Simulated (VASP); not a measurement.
Here is a VASP 6.6.1 calculation.

Contents of INCAR:

```
PREC     = Accurate       # precision mode
ENCUT    = 520            # plane-wave cutoff, eV
EDIFF    = 1E-6           # SCF threshold, eV
ISMEAR   = -1             # smearing method
SIGMA    = 0.1            # smearing width, eV
LREAL    = F              # projectors in reciprocal space
LASPH    = T              # aspherical terms in the spheres
NELM     = 60             # most SCF steps
ALGO     = Normal         # electronic algorithm
ISIF     = 2              # what is computed and relaxed
LWAVE    = F              # write WAVECAR
LCHARG   = F              # write CHGCAR
GGA      = PS             # functional
NBANDS   = 18             # bands
```

Contents of KPOINTS:

```
Automatic mesh
0
Gamma
  10 10 10
```

File POSCAR:

```
Ag
1.0
    0.0000000000      3.0181114418      3.0181114418
    3.0181114418      0.0000000000      3.0181114418
    3.0181114418      3.0181114418      0.0000000000
Ag
2
Direct
    0.1250000000      0.1250000000      0.1250000000
    0.8750000000      0.8750000000      0.8750000000
```

Potentials or basis: VASP PAW PBE potentials, release 64 (Ag).

The run is started by

```console
$ cat potpaw_PBE.64/Ag/POTCAR > POTCAR
$ mpirun -np 1 vasp_std > vasp.out
```

Q: Estimate the band gap on the k mesh.

A: Zero (band 11 reaches 3.59 eV, above the bottom of band 12 at 2.33 eV).

Q: Estimate the pressure.

A: -0.1 GPa.

Caveat: the PAW data sets were made with another functional, which shifts forces and pressure a little.
